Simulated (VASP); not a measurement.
**Ga2S: single point with PBE**

The system is Ga2S.

```xyz
3
Lattice="1.8097 1.0448 5.3611 -1.8097 1.0448 5.3611 0.0000 -2.0896 5.3611" Properties=species:S:1:pos:R:3 pbc="T T T"
Ga    0.0000    0.0000   12.3531
Ga    0.0000    0.0000    3.7302
S     0.0000    0.0000    0.0000
```

```json
{
 "Program": "VASP 6.6.1",
 "Task": "single point",
 "Functional": "PBE",
 "Potentials or basis": "VASP PAW PBE potentials, release 64 (Ga_d, S)",
 "Cutoff": "520 eV",
 "k mesh": "6 × 6 × 6",
 "Occupations": "gaussian, width 0.1 eV",
 "Spin": "no spin polarisation"
}
```

* Pressure: -0.1 GPa
* Largest force: 0.030 eV/Å
* Band gap on the k mesh: zero (bands 16 and 17 overlap by 2.21 eV)

Forces in eV/Å, atoms in the order of the input:
```
Ga   0.000  0.000  0.030
Ga   0.000  0.000 -0.030
S    0.000  0.000  0.000
```

Stress tensor (GPa, compression positive):
```
 0.00  0.00  0.00
 0.00  0.00  0.00
 0.00  0.00 -0.22
```

Levels at points of the mesh, in eV from the Fermi level:
| k point | band 13 | band 14 | band 15 | band 16 | band 17 | band 18 | band 19 | band 20 |
| --- | --- | --- | --- | --- | --- | --- | --- | --- |
| (0.00, 0.00, 0.00) | -6.90 | -1.92 | -1.92 | 1.65 | 2.15 | 3.71 | 3.71 | 6.93 |
| (0.50, 0.00, 0.00) | -5.19 | -4.78 | -2.96 | -1.21 | 0.05 | 2.03 | 2.34 | 2.84 |
| (0.50, 0.50, 0.00) | -5.39 | -4.49 | -3.15 | -1.41 | -0.48 | 4.05 | 4.41 | 4.72 |
| (0.50, 0.50, 0.50) | -2.21 | -2.10 | -1.98 | -1.98 | 4.47 | 4.63 | 4.63 | 5.25 |

Wall time 3.5 min on 1 thread of Intel Xeon 8259CL, with other jobs on the host, peak memory 0.33 GiB.
